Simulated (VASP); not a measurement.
A run of VASP 6.6.1 is set up as follows.

File INCAR:

```
SYSTEM = RbBr
ALGO = Normal
EDIFF = 1E-6
EDIFFG = -0.005
ENCUT = 600
GGA = PS
IBRION = 2
ISIF = 3
ISMEAR = -1
LASPH = .TRUE.
LCHARG = .FALSE.
LREAL = .FALSE.
LWAVE = .FALSE.
NELM = 60
NSW = 80
PREC = Accurate
PSTRESS = 100.0
SIGMA = 0.05
```

The input KPOINTS:

```
k-points
0
G
  7 7 7
  0 0 0
```

The input POSCAR:

```
RbBr
1.0
    0.0000000000      3.4270000000      3.4270000000
    3.4270000000      0.0000000000      3.4270000000
    3.4270000000      3.4270000000      0.0000000000
Rb Br
1 1
Direct
    0.0000000000      0.0000000000      0.0000000000
    0.5000000000      0.5000000000      0.5000000000
```

Potentials or basis: VASP PAW PBE potentials, release 64 (Rb_sv, Br).

Run with:

```console
$ cat potpaw_PBE.64/Rb_sv/POTCAR potpaw_PBE.64/Br/POTCAR > POTCAR
$ mpirun -np 1 vasp_std > vasp.out
```

**Question.** Predict the space group after relaxing (to 0.05 Å).

**Answer.** Fm-3m (No. 225).

**Question.** Predict the relaxed volume.

**Answer.** 29.25 Å³/atom.

Step by step:
```csv
step,energy change (eV),largest force (eV/Å),pressure (GPa),volume (Å³)
1,0.0000,0.0000,-0.02,80.50
2,0.7922,0.0000,14.59,54.58
3,0.4942,0.0000,10.02,58.50
```

Caveat: the cell is relaxed towards a set pressure, so the enthalpy falls and the energy may rise; the volume moved by over 15 % at a fixed basis, so the end points are rough; the PAW data sets were made with another functional, which shifts forces and pressure a little.
